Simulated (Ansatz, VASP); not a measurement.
# Two plane-wave programs on PbS

INCAR

```
SYSTEM = PbS
PREC     = Accurate       ! precision mode
ENCUT    = 500            ! plane-wave cutoff, eV
EDIFF    = 1E-6           ! SCF threshold, eV
ISMEAR   = 0              ! smearing method
SIGMA    = 0.02           ! smearing width, eV
LREAL    = .FALSE.        ! projectors in reciprocal space
LASPH    = .TRUE.         ! aspherical terms in the spheres
NELM     = 120            ! most SCF steps
ALGO     = Normal         ! electronic algorithm
ISIF     = 2              ! what is computed and relaxed
LWAVE    = .FALSE.        ! write WAVECAR
LCHARG   = .TRUE.         ! write CHGCAR
GGA      = PS             ! functional
LELF     = .TRUE.         ! ELF
LVHAR    = .TRUE.       
NBANDS   = 17             ! bands
GGA_COMPAT= .FALSE.
```

KPOINTS

```
regular mesh
0
G
  4 4 4
  0 0 0
```

The input POSCAR:

```
PbS
1.0
    0.0000000000      2.9516717171      2.9516717171
    2.9516717171      0.0000000000      2.9516717171
    2.9516717171      2.9516717171      0.0000000000
Pb S
1 1
Direct
    0.5000000000      0.5000000000      0.5000000000
    0.0000000000      0.0000000000      0.0000000000
```

Input for Ansatz:

```yaml
crystal:
  lattice:
    - [0.0, 2.9516717171, 2.9516717171]
    - [2.9516717171, 0.0, 2.9516717171]
    - [2.9516717171, 2.9516717171, 0.0]
  atoms:
    - { symbol: Pb, position: [0.5, 0.5, 0.5] }
    - { symbol: S, position: [0.0, 0.0, 0.0] }
basis:
  ecutwfc: 420
kpoints:
  mp_grid: { grid: [4, 4, 4] }
hamiltonian:
  xc: pbesol
  pseudopotentials: { kind: paw, azcp: { folder: soft_1 } }
scf:
  occupations: { method: gaussian, width: 0.02 }
output:
  forces: true
  stress: true
  eigenvalues: true
```

Alike in both runs: task single point; functional PBEsol; k mesh 4 × 4 × 4; occupations gaussian, width 0.02 eV; no spin polarisation.

|  | VASP | Ansatz |
| --- | --- | --- |
| version | VASP 6.6.1 | Ansatz 0.2.0 |
| potentials or method | VASP PAW PBE potentials, release 64 (Pb_d, S), cutoff 500 eV | scalar-relativistic, plane waves, PAW |
| valence electrons in the cell | 20 | 20 |

|  | VASP | Ansatz | Ansatz less VASP |
| --- | --- | --- | --- |
| gap on the k mesh at the Fermi level (eV) | 0.20 | 0.20 | +0.002 |
| least direct gap on the mesh (eV) | 0.20 | 0.20 | +0.002 |
| pressure (GPa) | 0.0 | 0.1 | +0.05 |

VASP's potentials were made for PBE, not for PBEsol, and Ansatz warns of the same on its side. The functional is the same, so the differences come from potentials, cutoffs and numerics.

The k mesh is coarse, so the values compare programs but aren't converged. Spin-orbit coupling is off throughout.
